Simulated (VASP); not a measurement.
# Ni (Fm-3m) in VASP: settings compared, part 2 of 3

VASP 6.6.1. The steps go on from the part before.

**3. Single point, LDA, collinear spin, ferromagnetic start (volume scaled by 1.06)**

INCAR reads:

```
SYSTEM = Ni
  ALGO = Normal
  EDIFF = 1E-6
  ENCUT = 520
  GGA = CA
  ISIF = 2
  ISMEAR = -1
  ISPIN = 2
  LASPH = .TRUE.
  LCHARG = .FALSE.
  LMAXMIX = 4
  LORBIT = 11
  LREAL = .FALSE.
  LWAVE = .FALSE.
  MAGMOM = 1
  NBANDS = 15
  NELM = 150
  PREC = Accurate
  SIGMA = 0.05
```

KPOINTS reads:

```
k-points
0
G
  13 13 13
  0 0 0
```

POSCAR reads:

```
Ni
1.0
    0.0000000000      1.7716516424      1.7716516424
    1.7716516424      0.0000000000      1.7716516424
    1.7716516424      1.7716516424      0.0000000000
Ni
1
Direct
    0.0000000000      0.0000000000      0.0000000000
```

Potentials or basis: VASP PAW LDA potentials, release 64 (Ni).

Started as:

```console
$ cat potpaw_LDA.64/Ni/POTCAR > POTCAR
$ mpirun -np 1 vasp_std > vasp.out
```

OUTCAR:

```text
SYSTEM = Ni
   EDIFF = 1E-6
   ENCUT = 520
   GGA = CA
   ISIF = 2
   ISMEAR = -1
   ISPIN = 2
   LASPH = .TRUE.
   LORBIT = 11
   LREAL = .FALSE.
   NELM = 150
   PREC = Accurate

 ion  position               nearest neighbor table
   1  0.000  0.000  0.000-

  LATTYP: Found a face centered cubic cell.
 ALAT       =     3.5433032848

  Lattice vectors:

 A1 = (   0.0000000000,   1.7716516424,   1.7716516424)
 A2 = (   1.7716516424,   0.0000000000,   1.7716516424)
 A3 = (   1.7716516424,   1.7716516424,   0.0000000000)

Analysis of symmetry for initial positions (statically):
=====================================================================
 Subroutine PRICEL returns:
 Original cell was already a primitive cell.

 Routine SETGRP: Setting up the symmetry group for a
 face centered cubic supercell.

 Subroutine GETGRP returns: Found 48 space group operations
 (whereof 48 operations were pure point group operations)
 out of a pool of 48 trial point group operations.

The static configuration has the point symmetry O_h .

Analysis of symmetry for dynamics (positions and initial velocities):
=====================================================================
 Subroutine PRICEL returns:
 Original cell was already a primitive cell.

 Routine SETGRP: Setting up the symmetry group for a
 face centered cubic supercell.

 Subroutine GETGRP returns: Found 48 space group operations
 (whereof 48 operations were pure point group operations)
 out of a pool of 48 trial point group operations.

The dynamic configuration has the point symmetry O_h .

Analysis of structural, dynamic, and magnetic symmetry:
=====================================================================
 Subroutine PRICEL returns:
 Original cell was already a primitive cell.

 Routine SETGRP: Setting up the symmetry group for a
 face centered cubic supercell.

 Subroutine GETGRP returns: Found 48 space group operations
 (whereof 48 operations were pure point group operations)
 out of a pool of 48 trial point group operations.

The overall configuration has the point symmetry O_h .

 Subroutine INISYM returns: Found 48 space group operations
 (whereof 48 operations are pure point group operations),
 and found     1 'primitive' translations

----------------------------------------------------------------------------------------

                                     Primitive cell

  volume of cell :      11.1215

  direct lattice vectors                    reciprocal lattice vectors
     0.000000000  1.771651642  1.771651642    -0.282222525  0.282222525  0.282222525
     1.771651642  0.000000000  1.771651642     0.282222525 -0.282222525  0.282222525
     1.771651642  1.771651642  0.000000000     0.282222525  0.282222525 -0.282222525

  length of vectors
     2.505493780  2.505493780  2.505493780     0.488823752  0.488823752  0.488823752

  position of ions in fractional coordinates (direct lattice)
     0.000000000  0.000000000  0.000000000

  ion indices of the primitive-cell ions
   primitive index   ion index
                 1           1

----------------------------------------------------------------------------------------

 KPOINTS: k-points

Automatic generation of k-mesh.
 Grid dimensions read from file:
 generate k-points for:   13   13   13

 Generating k-lattice:

  Cartesian coordinates                     Fractional coordinates (reciprocal lattice)
[... 63 lines left out ...]
   NSW    =      0    number of steps for IOM
   IBRION =     -1    ionic relax: 0-MD 1-quasi-New 2-CG
   NFREE  =      0    steps in history (QN), initial steepest desc. (CG)
   ISIF   =      2    stress and relaxation
   ISYM   =      2    0-nonsym 1-usesym 2-fastsym
   POTIM  = 0.5000    time-step for ionic-motion
   TEBEG  =    0.0;   TEEND  =   0.0 temperature during run
   PSTRESS=    0.0 pullay stress
   NELECT =      10.0000    total number of electrons
   NUPDOWN=      -1.0000    fix difference up-down
   EMIN   =  10.00;   EMAX   =-10.00  energy-range for DOS
   EFERMI =   0.00;   METHOD = LEGACY
   ISMEAR =    -1;   SIGMA  =   0.05  broadening in eV -4-tet -1-fermi 0-gaus
   EFERMI_NEDOS =   21; number of points for ismear=-14 and -15
   IALGO  =     38    algorithm
   IMIX   =      4    mixing-type and parameters
     AMIX     =   0.40;   BMIX     =  1.00
     AMIX_MAG =   1.60;   BMIX_MAG =  1.00
  volume/ion in A,a.u.               =      11.12        75.05
  Fermi-wavevector in a.u.,A,eV,Ry     =   1.580107  2.985969 33.970185  2.496738
  Thomas-Fermi vector in A             =   2.680385
   LORBIT       =     11    0 simple, 1 ext, 2 COOP (PROOUT), +10 PAW based schemes
   GGA     = CA    functional components
   LHFCALC =     F    Hartree Fock is set to
   AEXX    =    0.0000 exact exchange contribution
   IVDW    =     0    specifies the selected vdW correction
   LEPSILON=     F    determine dielectric tensor
   LRPA    =     F    only Hartree local field effects (RPA)
 spin polarized calculation
  energy-cutoff  :      520.00
  volume of cell :       11.12
 maximum number of plane-waves:       310
   NGX =  9   NGY =  9   NGZ =  9

 number of electron      10.0000009 magnetization       0.6173292

 Free energy of the ion-electron system (eV)
  ---------------------------------------------------
  ext. energy  EPLUGINS =         0.00000000
  ---------------------------------------------------
  free energy    TOTEN  =        -6.51204611 eV

  energy without entropy =       -6.49750666  energy(sigma->0) =       -6.50477638

 E-fermi :   8.7140     XC(G=0): -13.4826

 val. band max:        8.7069109698   @ k =  -0.3846   0.3077   0.0000
 cond. band min:       8.7143967598   @ k =  -0.4615   0.3846   0.1538
 fundamental gap:      0.0074857900
 Fermi energy:         8.7140309984

 spin component 1

 k-point     1 :       0.0000    0.0000    0.0000
  band No.  band energies     occupation
      1      -0.1175      1.00000
      2       6.4166      1.00000
      3       6.4166      1.00000
      4       6.4166      1.00000
      5       7.5322      1.00000
      6       7.5322      1.00000
      7      32.3148      0.00000
      8      35.8897      0.00000
      9      35.8897      0.00000
     10      35.8897      0.00000
     11      38.7863      0.00000
     12      38.7863      0.00000
     13      38.7863      0.00000
     14      42.0276      0.00000
[... 403 lines left out ...]
      4       6.8001      1.00000
      5       8.2194      0.99995
      6       9.5844      0.00000
      7      16.4776      0.00000
      8      27.3102      0.00000
      9      28.8131      0.00000
     10      31.0066      0.00000
     11      40.9164      0.00000
     12      41.0558      0.00000
     13      43.9160      0.00000
     14      47.1774      0.00000
     15      54.7074      0.00000

 [... further k-points ...]

 spin component 2

 k-point     1 :       0.0000    0.0000    0.0000
  band No.  band energies     occupation
      1      -0.0742      1.00000
      2       7.0440      1.00000
      3       7.0440      1.00000
      4       7.0440      1.00000
      5       8.1111      0.99999
      6       8.1111      0.99999
      7      32.2973      0.00000
      8      35.9440      0.00000
      9      35.9440      0.00000
     10      35.9440      0.00000
     11      38.9518      0.00000
     12      38.9518      0.00000
     13      38.9518      0.00000
     14      42.0021      0.00000
[... 403 lines left out ...]
      4       7.3827      1.00000
      5       8.8814      0.03398
      6      10.0178      0.00000
      7      16.7428      0.00000
      8      27.4207      0.00000
      9      28.9366      0.00000
     10      31.1115      0.00000
     11      40.9803      0.00000
     12      41.1551      0.00000
     13      44.0185      0.00000
     14      47.3848      0.00000
     15      56.0010      0.00000

 [... further k-points ...]
[... 5 lines left out ...]
  --------------------------------------------------------------------------------------
  -------------------------------------------------------------------------------------
  Total       -1.4083474     -1.4083474     -1.4083474      0.0000000     -0.0000000      0.0000000
  in kB     -202.8875444   -202.8875444   -202.8875444      0.0000000     -0.0000000      0.0000000
  external PRESSURE =    -202.8875444 kB  Pullay stress =       0.0000000 kB

 VOLUME and BASIS-vectors are now :
 -----------------------------------------------------------------------------
  energy-cutoff  :      520.00
  volume of cell :       11.12
      direct lattice vectors                 reciprocal lattice vectors
     0.000000000  1.771651642  1.771651642    -0.282222525  0.282222525  0.282222525
     1.771651642  0.000000000  1.771651642     0.282222525 -0.282222525  0.282222525
     1.771651642  1.771651642  0.000000000     0.282222525  0.282222525 -0.282222525

 POSITION                                       TOTAL-FORCE (eV/Angst)
 -----------------------------------------------------------------------------------
      0.00000      0.00000      0.00000        -0.000000     -0.000000     -0.000000
 -----------------------------------------------------------------------------------
    total drift:                                0.000000      0.000000      0.000000

  FREE ENERGIE OF THE ION-ELECTRON SYSTEM (eV)
  ---------------------------------------------------
  free  energy   TOTEN  =        -6.5120461057 eV

  energy  without entropy=       -6.4975066611  energy(sigma->0) =       -6.50477638

 total charge

# of ion       s       p       d       tot
------------------------------------------
    1        0.490   0.477   8.316   9.282

 magnetization (x)

# of ion       s       p       d       tot
------------------------------------------
    1       -0.004  -0.017   0.645   0.623
```

stdout:

```text
POSCAR found type information on POSCAR Ni
 POSCAR found :  1 types and       1 ions
 scaLAPACK will be used
 LDA part: xc-table for (Slater(with rela. corr.)+CA(PZ))
 , standard interpolation
 POSCAR, INCAR and KPOINTS ok, starting setup
 FFT: planning ... GRIDC
 FFT: planning ... GRID_SOFT
 FFT: planning ... GRID
 WAVECAR not read
 entering main loop
```

Wall time 17 s (1 thread of Intel Xeon Platinum 8559C (Emerald Rapids), shared host); peak memory 0.13 GiB.

Results:

```yaml
Free_energy: -6.5120 eV
Pressure: -20.3 GPa
Net_moment: 0.62 μB per cell
Site_moments: Ni +0.62 μB
Valence_electrons_inside_the_program's_atomic_spheres: Ni 9.28
```

**4. Single point, PBEsol, collinear spin, ferromagnetic start (volume scaled by 1.06)**

INCAR reads:

```
SYSTEM = Ni
PREC = Accurate ; ENCUT = 520
EDIFF = 1E-6 ; ISMEAR = -1
SIGMA = 0.05 ; LREAL = .False.
LASPH = .True. ; NELM = 150
ALGO = Fast ; ISIF = 2
LWAVE = .False. ; LCHARG = .False.
ISPIN = 2 ; MAGMOM = 1
LORBIT = 11 ; LMAXMIX = 4
GGA = PS ; NBANDS = 15
```

KPOINTS reads:

```
Automatic mesh
0
Gamma
  13 13 13
  0 0 0
```

POSCAR is that of step 3.

Potentials or basis: VASP PAW PBE potentials, release 64 (Ni).

Started as:

```console
$ cat potpaw_PBE.64/Ni/POTCAR > POTCAR
$ mpirun -np 1 vasp_std > vasp.out
```

Run time: 19 s. Hardware: 1 thread of Intel Xeon Platinum 8559C (Emerald Rapids), shared host; peak memory 0.13 GiB.

Results (log left out):

| Property | Result |
| --- | --- |
| Free energy | -6.1121 eV |
| Pressure | -13.3 GPa |
| Net moment | 0.63 μB per cell |
| Site moments | Ni +0.64 μB |
| Valence electrons inside the program's atomic spheres | Ni 9.27 |

Levels at points of the mesh, in eV from the Fermi level:
Spin up:
| k point | band 3 | band 4 | band 5 | band 6 | band 7 | band 8 |
| --- | --- | --- | --- | --- | --- | --- |
| (0.00, 0.00, 0.00) | -2.37 | -2.37 | -1.24 | -1.24 | 23.50 | 27.17 |
Spin down:
```
           k point  band 2  band 3  band 4  band 5  band 6  band 7  band 8  band 9
(0.00, 0.00, 0.00)   -1.65   -1.65   -1.65   -0.63   -0.63   23.39   27.18   27.18
```

Caveat: the PAW data sets were made with another functional, which shifts forces and pressure a little.

(Continued in part 3 of 3.)
